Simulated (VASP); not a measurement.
# KNa3Ge (Pm-3m) in VASP: density of states with PBE

Aim: the density of states of KNa3Ge with PBE.

Everything below comes from runs of VASP 6.6.1. Logs are shortened: lines on timing, memory, paths and dates and some standing lists are left out, and cuts for length are marked.

### Step 1. The cell of the first run

The structure is cubic, space group Pm-3m (No. 221). Conventional cell: a = 5.793 Å, b = 5.793 Å, c = 5.793 Å, α = 90.00°, β = 90.00°, γ = 90.00°. Within 5.4 Å of K (site symmetry m-3m) lie 12 Na at 4.10 Å and 8 Ge at 5.02 Å. Na (site symmetry 4/mmm) has 2 Ge at 2.90 Å within 3.8 Å. Ge (site symmetry m-3m) has 6 Na at 2.90 Å within 3.8 Å.

### Step 2. Density of states, PBE

File POSCAR:

```
KNa3Ge
1.0
    5.7928263066      0.0000000000      0.0000000000
    0.0000000000      5.7928263066      0.0000000000
    0.0000000000      0.0000000000      5.7928263066
K Na Ge
1 3 1
Direct
    0.0000000000      0.0000000000      0.0000000000
    0.0000000000      0.5000000000      0.5000000000
    0.5000000000      0.0000000000      0.5000000000
    0.5000000000      0.5000000000      0.0000000000
    0.5000000000      0.5000000000      0.5000000000
```

File INCAR.step1:

```
SYSTEM = KNa3Ge
PREC = Accurate
ENCUT = 520
EDIFF = 1E-6
ISMEAR = 0
SIGMA = 0.1
LREAL = .False.
LASPH = .True.
NELM = 100
ALGO = Normal
ISIF = 2
LWAVE = .False.
LCHARG = .True.
GGA = PE
NBANDS = 30
```

File KPOINTS.step1:

```
regular mesh
0
Gamma
  8 8 8
  0 0 0
```

File INCAR.step2:

```
SYSTEM = KNa3Ge
PREC = Accurate
ENCUT = 520
EDIFF = 1E-6
ISMEAR = -5
SIGMA = 0.1
LREAL = .False.
LASPH = .True.
NELM = 100
ALGO = Normal
ISIF = 2
LWAVE = .False.
LCHARG = .False.
GGA = PE
LORBIT = 11
NBANDS = 30
NEDOS = 1001
ICHARG = 11
```

File KPOINTS.step2:

```
regular mesh
0
Gamma
  12 12 12
  0 0 0
```

Potentials or basis: VASP PAW PBE potentials, release 64 (K_sv, Na_pv, Ge_d).

Command:

```sh
$ cat potpaw_PBE.64/K_sv/POTCAR potpaw_PBE.64/Na_pv/POTCAR potpaw_PBE.64/Ge_d/POTCAR > POTCAR
$ cp INCAR.step1 INCAR
$ cp KPOINTS.step1 KPOINTS
$ mpirun -np 1 vasp_std > vasp.out
$ cp INCAR.step2 INCAR
$ cp KPOINTS.step2 KPOINTS
$ mpirun -np 1 vasp_std > vasp.out
```

OUTCAR:

```text
SYSTEM = KNa3Ge
   PREC = Accurate
   ENCUT = 520
   EDIFF = 1E-6
   ISMEAR = -5
   LREAL = .False.
   LASPH = .True.
   NELM = 100
   ISIF = 2
   GGA = PE
   LORBIT = 11
   ICHARG = 11

 ion  position               nearest neighbor table
   1  0.000  0.000  0.000-
   2  0.000  0.500  0.500-
   3  0.500  0.000  0.500-
   4  0.500  0.500  0.000-
   5  0.500  0.500  0.500-

  LATTYP: Found a simple cubic cell.
 ALAT       =     5.7928263066

  Lattice vectors:

 A1 = (   5.7928263066,   0.0000000000,   0.0000000000)
 A2 = (   0.0000000000,   5.7928263066,   0.0000000000)
 A3 = (   0.0000000000,   0.0000000000,   5.7928263066)

Analysis of symmetry for initial positions (statically):
=====================================================================
 Subroutine PRICEL returns:
 Original cell was already a primitive cell.

 Routine SETGRP: Setting up the symmetry group for a
 simple cubic supercell.

 Subroutine GETGRP returns: Found 48 space group operations
 (whereof 48 operations were pure point group operations)
 out of a pool of 48 trial point group operations.

The static configuration has the point symmetry O_h .

Analysis of symmetry for dynamics (positions and initial velocities):
=====================================================================
 Subroutine PRICEL returns:
 Original cell was already a primitive cell.

 Routine SETGRP: Setting up the symmetry group for a
 simple cubic supercell.

 Subroutine GETGRP returns: Found 48 space group operations
 (whereof 48 operations were pure point group operations)
 out of a pool of 48 trial point group operations.

The dynamic configuration has the point symmetry O_h .

 Subroutine INISYM returns: Found 48 space group operations
 (whereof 48 operations are pure point group operations),
 and found     1 'primitive' translations

----------------------------------------------------------------------------------------

                                     Primitive cell

  volume of cell :     194.3889

  direct lattice vectors                    reciprocal lattice vectors
     5.792826307  0.000000000  0.000000000     0.172627306  0.000000000  0.000000000
     0.000000000  5.792826307  0.000000000     0.000000000  0.172627306  0.000000000
     0.000000000  0.000000000  5.792826307     0.000000000  0.000000000  0.172627306

  length of vectors
     5.792826307  5.792826307  5.792826307     0.172627306  0.172627306  0.172627306

  position of ions in fractional coordinates (direct lattice)
     0.000000000  0.000000000  0.000000000
     0.000000000  0.500000000  0.500000000
     0.500000000  0.000000000  0.500000000
     0.500000000  0.500000000  0.000000000
     0.500000000  0.500000000  0.500000000

  ion indices of the primitive-cell ions
   primitive index   ion index
                 1           1
                 2           2
                 3           3
                 4           4
                 5           5

----------------------------------------------------------------------------------------

 KPOINTS: regular mesh

Automatic generation of k-mesh.
 Grid dimensions read from file:
 generate k-points for:   12   12   12

 Generating k-lattice:

  Cartesian coordinates                     Fractional coordinates (reciprocal lattice)
     0.014385609  0.000000000  0.000000000     0.083333333  0.000000000  0.000000000
     0.000000000  0.014385609  0.000000000     0.000000000  0.083333333  0.000000000
     0.000000000  0.000000000  0.014385609     0.000000000  0.000000000  0.083333333

  Length of vectors
     0.014385609  0.014385609  0.014385609

  Shift w.r.t. Gamma in fractional coordinates (k-lattice)
     0.000000000  0.000000000  0.000000000

 TETIRR: Found    854 inequivalent tetrahedra from    10368

 Subroutine IBZKPT returns following result:
 ===========================================

 Found     84 irreducible k-points:

 Following reciprocal coordinates:
            Coordinates               Weight
  0.000000  0.000000  0.000000      1.000000
  0.083333  0.000000  0.000000      6.000000
  0.166667  0.000000  0.000000      6.000000
  0.250000  0.000000  0.000000      6.000000
  0.333333  0.000000  0.000000      6.000000
  0.416667  0.000000  0.000000      6.000000
[... 16 lines left out ...]
  0.333333  0.333333  0.000000     12.000000
  0.416667  0.333333  0.000000     24.000000
 [... further k-points ...]
   k-points           NKPTS =     84   k-points in BZ     NKDIM =     84   number of bands    NBANDS=     30
   number of dos      NEDOS =   1001   number of ions     NIONS =      5
   total plane-waves  NPLWV = 110592
   dimension x,y,z NGX =    48 NGY =   48 NGZ =   48
   dimension x,y,z NGXF=    96 NGYF=   96 NGZF=   96
   ions per type =               1   3   1
   NGX,Y,Z   is equivalent  to a cutoff of  13.78, 13.78, 13.78 a.u.
   NGXF,Y,Z  is equivalent  to a cutoff of  27.55, 27.55, 27.55 a.u.
 SYSTEM =  KNa3Ge
   PREC   = accura    normal or accurate (medium, high low for compatibility)
   ISTART =      0    job   : 0-new  1-cont  2-samecut
   ICHARG =     11    charge: 1-file 2-atom 10-const
   ISPIN  =      1    spin polarized calculation?
   LNONCOLLINEAR =      F non collinear calculations
   LSORBIT =      F    spin-orbit coupling
   LASPH  =      T    aspherical Exc in radial PAW
   ENCUT  =  520.0 eV  38.22 Ry    6.18 a.u.  10.77 10.77 10.77*2*pi/ulx,y,z
   NELM   =    100;   NELMIN=  2; NELMDL=  0     # of ELM steps
   EDIFF  = 0.1E-05   stopping-criterion for ELM
   LREAL  =      F    real-space projection
   EDIFFG = 0.1E-04   stopping-criterion for IOM
   NSW    =      0    number of steps for IOM
   IBRION =     -1    ionic relax: 0-MD 1-quasi-New 2-CG
   NFREE  =      0    steps in history (QN), initial steepest desc. (CG)
   ISIF   =      2    stress and relaxation
   ISYM   =      2    0-nonsym 1-usesym 2-fastsym
   POTIM  = 0.5000    time-step for ionic-motion
   TEBEG  =    0.0;   TEEND  =   0.0 temperature during run
   PSTRESS=    0.0 pullay stress
   NELECT =      44.0000    total number of electrons
   NUPDOWN=      -1.0000    fix difference up-down
   EMIN   =  10.00;   EMAX   =-10.00  energy-range for DOS
   EFERMI =   0.00;   METHOD = LEGACY
   ISMEAR =    -5;   SIGMA  =   0.10  broadening in eV -4-tet -1-fermi 0-gaus
   EFERMI_NEDOS =   21; number of points for ismear=-14 and -15
   IALGO  =     38    algorithm
   IMIX   =      4    mixing-type and parameters
     AMIX     =   0.40;   BMIX     =  1.00
     AMIX_MAG =   1.60;   BMIX_MAG =  1.00
  volume/ion in A,a.u.               =      38.88       262.36
  Fermi-wavevector in a.u.,A,eV,Ry     =   0.997704  1.885388 13.543430  0.995414
  Thomas-Fermi vector in A             =   2.129879
   LORBIT       =     11    0 simple, 1 ext, 2 COOP (PROOUT), +10 PAW based schemes
   GGA     = PE    functional components
   LHFCALC =     F    Hartree Fock is set to
   AEXX    =    0.0000 exact exchange contribution
   IVDW    =     0    specifies the selected vdW correction
   LEPSILON=     F    determine dielectric tensor
   LRPA    =     F    only Hartree local field effects (RPA)
 non-spin polarized calculation
 Fermi weights with tetrahedron method with Bloechl corrections
  energy-cutoff  :      520.00
  volume of cell :      194.39
 maximum number of plane-waves:      5260
 NGX is ok and might be reduce to    48

 number of electron      44.0000036 magnetization

 Free energy of the ion-electron system (eV)
  ---------------------------------------------------
  ext. energy  EPLUGINS =         0.00000000
  ---------------------------------------------------
  free energy    TOTEN  =        -9.52373532 eV

  energy without entropy =       -9.52373532  energy(sigma->0) =       -9.52373532

 E-fermi :   0.4509     XC(G=0):  -6.7030

 val. band max:        0.4692063312   @ k =   0.5000   0.3333   0.0000
 cond. band min:       0.4578077850   @ k =   0.2500   0.0000   0.0000
 fundamental gap:     -0.0113985462
 Fermi energy:         0.4509331526

 k-point     1 :       0.0000    0.0000    0.0000
  band No.  band energies     occupation
      1     -31.7488      2.00000
      2     -23.7326      2.00000
      3     -23.7326      2.00000
      4     -23.7326      2.00000
      5     -23.7309      2.00000
      6     -23.7309      2.00000
[... 22 lines left out ...]
     29       4.7306      0.00000
     30       4.7306      0.00000

 k-point     2 :       0.0833    0.0000    0.0000
  band No.  band energies     occupation
      1     -31.7488      2.00000
      2     -23.7326      2.00000
      3     -23.7326      2.00000
      4     -23.7326      2.00000
      5     -23.7309      2.00000
      6     -23.7309      2.00000
[... 22 lines left out ...]
     29       4.6152      0.00000
     30       4.7491      0.00000

 k-point     3 :       0.1667    0.0000    0.0000
  band No.  band energies     occupation
      1     -31.7488      2.00000
      2     -23.7325      2.00000
      3     -23.7325      2.00000
      4     -23.7325      2.00000
      5     -23.7310      2.00000
      6     -23.7310      2.00000
[... 22 lines left out ...]
     29       4.6219      0.00000
     30       4.7265      0.00000

 k-point     4 :       0.2500    0.0000    0.0000
  band No.  band energies     occupation
      1     -31.7488      2.00000
      2     -23.7325      2.00000
      3     -23.7324      2.00000
      4     -23.7324      2.00000
      5     -23.7312      2.00000
      6     -23.7312      2.00000
[... 616 lines left out ...]
     29       4.4202      0.00000
     30       4.9842      0.00000

 k-point    23 :       0.3333    0.3333    0.0000
  band No.  band energies     occupation
      1     -31.7488      2.00000
      2     -23.7352      2.00000
      3     -23.7321      2.00000
      4     -23.7317      2.00000
      5     -23.7316      2.00000
      6     -23.7316      2.00000
[... 22 lines left out ...]
     29       4.2160      0.00000
     30       5.0176      0.00000

 k-point    24 :       0.4167    0.3333    0.0000
  band No.  band energies     occupation
      1     -31.7488      2.00000
      2     -23.7356      2.00000
      3     -23.7320      2.00000
      4     -23.7318      2.00000
      5     -23.7317      2.00000
      6     -23.7317      2.00000
[... 22 lines left out ...]
     29       4.4254      0.00000
     30       5.0414      0.00000

 [... further k-points ...]
[... 5 lines left out ...]
  --------------------------------------------------------------------------------------
  -------------------------------------------------------------------------------------
  Total        0.2251051      0.2251051      0.2251051      0.0000000      0.0000000      0.0000000
  in kB        1.8553439      1.8553439      1.8553439      0.0000000      0.0000000      0.0000000
  external PRESSURE =       1.8553439 kB  Pullay stress =       0.0000000 kB

 VOLUME and BASIS-vectors are now :
 -----------------------------------------------------------------------------
  energy-cutoff  :      520.00
  volume of cell :      194.39
      direct lattice vectors                 reciprocal lattice vectors
     5.792826307  0.000000000  0.000000000     0.172627306  0.000000000  0.000000000
     0.000000000  5.792826307  0.000000000     0.000000000  0.172627306  0.000000000
     0.000000000  0.000000000  5.792826307     0.000000000  0.000000000  0.172627306

 POSITION                                       TOTAL-FORCE (eV/Angst)
 -----------------------------------------------------------------------------------
      0.00000      0.00000      0.00000         0.000000      0.000000      0.000000
      0.00000      2.89641      2.89641         0.000000      0.000000      0.000000
      2.89641      0.00000      2.89641         0.000000      0.000000      0.000000
      2.89641      2.89641      0.00000         0.000000      0.000000      0.000000
      2.89641      2.89641      2.89641         0.000000      0.000000      0.000000
 -----------------------------------------------------------------------------------
    total drift:                                0.000000     -0.000000     -0.000000

  FREE ENERGIE OF THE ION-ELECTRON SYSTEM (eV)
  ---------------------------------------------------
  free  energy   TOTEN  =        -9.5237353209 eV

  energy  without entropy=       -9.5237353209  energy(sigma->0) =       -9.52373532

 total charge

# of ion       s       p       d       tot
------------------------------------------
    1        1.964   5.563   0.012   7.539
    2        0.097   5.978   0.000   6.075
    3        0.097   5.978   0.000   6.075
    4        0.097   5.978   0.000   6.075
    5        1.191   1.082   9.952  12.225
--------------------------------------------------
tot          3.446  24.578   9.964  37.988
```

It took 4.9 min on 1 thread of AMD EPYC 9R45 (Zen 5), shared host; peak memory 0.59 GiB.

What came out:

```yaml
Valence_electrons_inside_the_program's_atomic_spheres: K 7.54; Na 6.08; Ge 12.22
```

Levels at points of the mesh, in eV from the Fermi level:
```tsv
k point	band 18	band 19	band 20	band 21	band 22	band 23	band 24	band 25	band 26	band 27
(0.00, 0.00, 0.00)	-15.67	-7.19	-1.08	-0.27	-0.27	-0.27	1.60	1.60	4.08	4.08
(0.50, 0.00, 0.00)	-15.67	-7.09	-1.93	-0.13	-0.13	0.41	1.86	2.24	2.99	2.99
(0.50, 0.50, 0.00)	-15.67	-7.00	-1.34	-1.34	0.03	0.07	1.79	2.67	2.67	2.90
(0.50, 0.50, 0.50)	-15.68	-6.92	-1.03	-1.03	-1.03	0.94	0.94	0.94	1.83	3.98
```

Caveat: tetrahedron occupations give inexact forces and stress in metals.
